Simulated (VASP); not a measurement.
# Mg2CdSe3 (P1) in VASP: relaxation of cell and atoms with PBE

Aim: the relaxation of cell and atoms of Mg2CdSe3 with PBE.

Everything below comes from runs of VASP 6.6.1. Logs are shortened: lines on timing, memory, paths and dates and some standing lists are left out, and cuts for length are marked.

**1. The cell of the first run**

The typed cell holds 12 atoms: a = 4.277 Å, b = 4.220 Å, c = 20.487 Å, α = 90.35°, β = 90.63°, γ = 120.34°.

**2. Relaxation of cell and atoms, PBE**

File INCAR:

```
PREC     = Accurate       # precision mode
ENCUT    = 600            # plane-wave cutoff, eV
EDIFF    = 1E-7           # SCF threshold, eV
ISMEAR   = 0              # smearing method
SIGMA    = 0.1            # smearing width, eV
LREAL    = F              # projectors in reciprocal space
LASPH    = T              # aspherical terms in the spheres
NELM     = 100            # most SCF steps
ALGO     = Normal         # electronic algorithm
ISIF     = 3              # what is computed and relaxed
LWAVE    = F              # write WAVECAR
LCHARG   = F              # write CHGCAR
GGA      = PE             # functional
IBRION   = 2              # ionic algorithm
NSW      = 80             # ionic steps
EDIFFG   = -0.025         # ionic threshold
```

File KPOINTS:

```
regular mesh
0
Gamma
  6 6 1
```

File POSCAR:

```
Mg2CdSe3
1.0
    4.2772331399      0.0040527619     -0.0234370637
   -2.1351067752      3.6400685762     -0.0131881875
   -0.1137651341     -0.1396020766     20.4860238418
Mg Cd Se
4 2 6
Direct
    0.6369240102      0.3171323158      0.1691089350
    0.6290966235      0.2836522345      0.8309085855
    0.3234516993      0.6648187248      0.3339116769
    0.3508945569      0.6730760090      0.6701323672
    0.6667874980      0.3231960029      0.4990094112
    0.2928661139      0.6602016884     -0.0035755310
    0.6439908753      0.3370789586      0.2903006079
    0.7132781067      0.3876769058      0.6292121224
    0.7069312422      0.3304692864      0.9555992611
    0.3309148773      0.6579099609      0.1337591568
    0.3424223554      0.6818894564      0.4542241087
    0.3624420414      0.6828984566      0.7874112982
```

Potentials or basis: VASP PAW PBE potentials, release 64 (Mg, Cd, Se).

On the command line:

```bash
$ cat potpaw_PBE.64/Mg/POTCAR potpaw_PBE.64/Cd/POTCAR potpaw_PBE.64/Se/POTCAR > POTCAR
$ mpirun -np 1 vasp_std > vasp.out
```

OUTCAR:

```text
PREC = Accurate
   ENCUT = 600
   EDIFF = 1E-7
   ISMEAR = 0
   LREAL = F
   LASPH = T
   NELM = 100
   ISIF = 3
   GGA = PE
   IBRION = 2
   NSW = 80
   EDIFFG = -0.025

 ion  position               nearest neighbor table
   1  0.637  0.317  0.169-   7 2.48  10 2.49  10 2.50  10 2.67
   2  0.629  0.284  0.831-  12 2.36   9 2.57  12 2.62  12 2.87
   3  0.323  0.665  0.334-  11 2.46   7 2.55   7 2.62   7 2.65
   4  0.351  0.673  0.670-  12 2.40   8 2.49   8 2.54   8 2.75
   5  0.667  0.323  0.499-  11 2.50  11 2.67   8 2.67  11 2.68
   6  0.293  0.660  0.996-   9 2.31   9 2.62  10 2.82   9 2.88
   7  0.644  0.337  0.290-   1 2.48   3 2.55   3 2.62   3 2.65
   8  0.713  0.388  0.629-   4 2.49   4 2.54   5 2.67   4 2.75
   9  0.707  0.330  0.956-   6 2.31   2 2.57   6 2.62   6 2.88
  10  0.331  0.658  0.134-   1 2.49   1 2.50   1 2.67   6 2.82
  11  0.342  0.682  0.454-   3 2.46   5 2.50   5 2.67   5 2.68
  12  0.362  0.683  0.787-   2 2.36   4 2.40   2 2.62   2 2.87

  LATTYP: Found a triclinic cell.
 ALAT       =     4.2272529021
 B/A-ratio  =     0.9982997824
 C/A-ratio  =     4.8463661500
 COS(alpha) =     0.0061931592
 COS(beta)  =     0.0173519721
 COS(gamma) =     0.4872205465

  Lattice vectors:

 A1 = (  -2.1421263647,  -3.6441213381,   0.0366252512)
 A2 = (   2.1351067752,  -3.6400685762,   0.0131881875)
 A3 = (  -0.1137651341,  -0.1396020766,  20.4860238418)

Analysis of symmetry for initial positions (statically):
=====================================================================
 Subroutine PRICEL returns:
 Original cell was already a primitive cell.

 Routine SETGRP: Setting up the symmetry group for a
 triclinic supercell.

 Subroutine GETGRP returns: Found  1 space group operations
 (whereof  1 operations were pure point group operations)
 out of a pool of  2 trial point group operations.

The static configuration has the point symmetry C_1 .

Analysis of symmetry for dynamics (positions and initial velocities):
=====================================================================
 Subroutine PRICEL returns:
 Original cell was already a primitive cell.

 Routine SETGRP: Setting up the symmetry group for a
 triclinic supercell.

 Subroutine GETGRP returns: Found  1 space group operations
 (whereof  1 operations were pure point group operations)
 out of a pool of  2 trial point group operations.

The dynamic configuration has the point symmetry C_1 .

[... 114 lines left out ...]
   LREAL  =      F    real-space projection
   EDIFFG = -.3E-01   stopping-criterion for IOM
   NSW    =     80    number of steps for IOM
   IBRION =      2    ionic relax: 0-MD 1-quasi-New 2-CG
   NFREE  =      1    steps in history (QN), initial steepest desc. (CG)
   ISIF   =      3    stress and relaxation
   ISYM   =      2    0-nonsym 1-usesym 2-fastsym
   POTIM  = 0.5000    time-step for ionic-motion
   TEBEG  =    0.0;   TEEND  =   0.0 temperature during run
   PSTRESS=    0.0 pullay stress
   NELECT =      68.0000    total number of electrons
   NUPDOWN=      -1.0000    fix difference up-down
   EMIN   =  10.00;   EMAX   =-10.00  energy-range for DOS
   EFERMI =   0.00;   METHOD = LEGACY
   ISMEAR =     0;   SIGMA  =   0.10  broadening in eV -4-tet -1-fermi 0-gaus
   EFERMI_NEDOS =   21; number of points for ismear=-14 and -15
   IALGO  =     38    algorithm
   IMIX   =      4    mixing-type and parameters
     AMIX     =   0.40;   BMIX     =  1.00
     AMIX_MAG =   1.60;   BMIX_MAG =  1.00
  volume/ion in A,a.u.               =      26.59       179.45
  Fermi-wavevector in a.u.,A,eV,Ry     =   0.977834  1.847838 13.009337  0.956159
  Thomas-Fermi vector in A             =   2.108562
   LORBIT       =      0    0 simple, 1 ext, 2 COOP (PROOUT), +10 PAW based schemes
   GGA     = PE    functional components
   LHFCALC =     F    Hartree Fock is set to
   AEXX    =    0.0000 exact exchange contribution
   IVDW    =     0    specifies the selected vdW correction
   LEPSILON=     F    determine dielectric tensor
   LRPA    =     F    only Hartree local field effects (RPA)
 conjugate gradient relaxation of ions
 non-spin polarized calculation
 Gauss-broadening in eV      SIGMA  =   0.10
  energy-cutoff  :      600.00
  volume of cell :      319.11
 maximum number of plane-waves:     10723
 NGX is ok and might be reduce to    36
   NGX = 17   NGY = 17   NGZ = 81

--------------------------------------- Ionic step        1  -------------------------------------------

 number of electron      67.9999996 magnetization

 Free energy of the ion-electron system (eV)
  ---------------------------------------------------
  ext. energy  EPLUGINS =         0.00000000
  ---------------------------------------------------
  free energy    TOTEN  =       -39.88936957 eV

  energy without entropy =      -39.88936957  energy(sigma->0) =      -39.88936957

------------------------ aborting loop because EDIFF is reached ----------------------------------------

  FORCE on cell =-STRESS in cart. coord.  units (eV):
  Direction    XX          YY          ZZ          XY          YZ          ZX
  --------------------------------------------------------------------------------------
  -------------------------------------------------------------------------------------
  Total        5.9056734      8.9745572      7.9528615      1.9785786      3.9643045      2.6750835
  in kB       29.6511790     45.0594175     39.9296919      9.9340385     19.9039627     13.4310475
  external PRESSURE =      38.2134294 kB  Pullay stress =       0.0000000 kB
[... 119 lines left out ...]
  FREE ENERGIE OF THE ION-ELECTRON SYSTEM (eV)
  ---------------------------------------------------
  free  energy   TOTEN  =       -40.8265032328 eV

  energy  without entropy=      -40.8265032328  energy(sigma->0) =      -40.82650323

[... ionic steps 4 to 17 ...]

--------------------------------------- Ionic step       18  -------------------------------------------

 number of electron      67.9999999 magnetization

------------------------ aborting loop because EDIFF is reached ----------------------------------------
[... 87 lines left out ...]
--------------------------------------- Ionic step       20  -------------------------------------------

 number of electron      67.9999999 magnetization

 Free energy of the ion-electron system (eV)
  ---------------------------------------------------
  ext. energy  EPLUGINS =         0.00000000
  ---------------------------------------------------
  free energy    TOTEN  =       -41.04927711 eV

  energy without entropy =      -41.04927711  energy(sigma->0) =      -41.04927711

 E-fermi :   1.2054     XC(G=0):  -8.2757

 val. band max:        0.7773154894   @ k =   0.0000   0.0000   0.0000
 cond. band min:       2.3117966590   @ k =   0.0000   0.0000   0.0000
 fundamental gap:      1.5344811696
 Fermi energy:         1.2053662794

 k-point     1 :       0.0000    0.0000    0.0000
  band No.  band energies     occupation
      1     -11.2807      2.00000
      2     -11.2009      2.00000
      3     -11.1435      2.00000
      4     -11.0063      2.00000
      5     -10.8276      2.00000
      6     -10.7692      2.00000
[... 908 lines left out ...]
  FREE ENERGIE OF THE ION-ELECTRON SYSTEM (eV)
  ---------------------------------------------------
  free  energy   TOTEN  =       -41.0492771108 eV

  energy  without entropy=      -41.0492771108  energy(sigma->0) =      -41.04927711

 reached required accuracy - stopping structural energy minimisation
```

OSZICAR:

```text
N       E                     dE             d eps       ncg     rms          rms(c)
DAV:   1     0.429491414119E+03    0.42949E+03   -0.30535E+04  1640   0.156E+03
DAV:   2    -0.560288620408E+01   -0.43509E+03   -0.42462E+03  2029   0.290E+02
DAV:   3    -0.417961016783E+02   -0.36193E+02   -0.36069E+02  1943   0.827E+01
[... 209 lines left out ...]
DAV:   3    -0.410493102920E+02    0.56880E-04   -0.82771E-05  1960   0.466E-02    0.404E-02
DAV:   4    -0.410492758456E+02    0.34446E-04   -0.71849E-05  1960   0.454E-02    0.111E-02
DAV:   5    -0.410492772334E+02   -0.13878E-05   -0.18718E-05  1856   0.204E-02    0.636E-03
DAV:   6    -0.410492770858E+02    0.14760E-06   -0.49728E-07  1711   0.302E-03    0.397E-03
DAV:   7    -0.410492771108E+02   -0.25001E-07   -0.48934E-07  1654   0.243E-03
  20 F= -.41049277E+02 E0= -.41049277E+02  d E =-.309213E-03
```

Wall time 1.9 h (1 thread of AMD EPYC 9755, shared host); peak memory 0.74 GiB.

Results:

```
Free energy                           : -41.0493 eV
Relaxed volume                        : 27.89 Å³/atom
Relaxed cell                          : a = 4.303 Å, b = 4.300 Å, c = 20.891 Å, α = 89.98°, β = 89.95°, γ = 120.01°
Space group after relaxing (to 0.1 Å) : Cmc2_1 (No. 36)
Energy gained by relaxing             : 96.7 meV/atom
Ionic steps                           : 20
Pressure after relaxing               : 0.0 GPa
Largest force after relaxing          : 0.025 eV/Å
Band gap on the k mesh                : 1.53 eV
```

Forces in eV/Å, atoms in the order of the input:
```
Mg   0.018  0.002  0.003
Mg  -0.003  0.010 -0.009
Mg  -0.001 -0.002 -0.001
Mg  -0.010 -0.005 -0.010
Cd  -0.002 -0.002  0.016
Cd   0.008 -0.004  0.007
Se   0.015  0.002  0.013
Se  -0.005 -0.015 -0.019
Se  -0.009  0.011  0.002
Se  -0.008  0.007 -0.003
Se  -0.001 -0.003 -0.001
Se  -0.003 -0.001  0.003
```

The path:
```
step  energy change (eV)  largest force (eV/Å)  pressure (GPa)  volume (Å³)
   1              0.0000                3.3591            3.82       319.11
   2             -0.9205                0.6237           -1.56       349.15
   3             -0.9371                0.6263           -0.99       344.44
   4             -1.0762                0.4278           -0.35       337.97
   5             -1.1227                0.2320            0.42       331.72
   6             -1.1447                0.1070            0.05       334.21
   7             -1.1464                0.0997           -0.08       335.15
   8             -1.1504                0.0618            0.01       334.51
   9             -1.1513                0.0561            0.08       334.05
  10             -1.1528                0.0487           -0.02       334.73
  11             -1.1533                0.0663           -0.12       335.50
  12             -1.1544                0.0571           -0.06       335.08
  13             -1.1552                0.0579            0.04       334.37
  14             -1.1561                0.0373            0.01       334.52
  15             -1.1565                0.0508           -0.02       334.76
  16             -1.1572                0.0454           -0.01       334.72
  17             -1.1583                0.0478            0.01       334.59
  18             -1.1593                0.0253            0.00       334.64
  19             -1.1596                0.0296            0.00       334.68
  20             -1.1599                0.0247            0.00       334.68
```

Final structure:
```xyz
12
Lattice="4.3026 0.0007 0.0024 -2.1511 3.7230 0.0006 0.0068 0.0079 20.8913" Properties=species:S:1:pos:R:3 pbc="T T T"
Mg    2.1169    1.2177    3.4967
Mg    2.1815    1.2398   17.3483
Mg   -0.0310    2.4827    6.8959
Mg    0.0426    2.5241   13.9525
Cd    2.1612    1.2670   10.4683
Cd   -0.0028    2.4577    0.0198
Se    2.1185    1.2413    6.0948
Se    2.1926    1.2853   13.1596
Se    2.1585    1.2253   19.9499
Se   -0.0302    2.4570    2.7061
Se    0.0087    2.5066    9.5016
Se    0.0310    2.4832   16.5498
```

Levels at points of the mesh, in eV from the valence-band top:
```csv
k point,band 30,band 31,band 32,band 33,band 34,band 35,band 36,band 37,band 38,band 39
"(0.00, 0.00, 0.00)",-0.23,-0.03,-0.02,-0.01,0.00,1.53,2.36,3.06,3.13,3.33
"(0.50, 0.00, 0.00)",-1.08,-1.07,-0.92,-0.81,-0.67,2.86,3.46,3.49,3.79,3.85
"(0.00, 0.50, 0.00)",-1.10,-1.08,-0.88,-0.81,-0.67,2.88,3.46,3.48,3.80,3.87
"(0.50, 0.50, 0.00)",-1.09,-1.07,-0.89,-0.81,-0.67,2.88,3.47,3.48,3.80,3.86
```
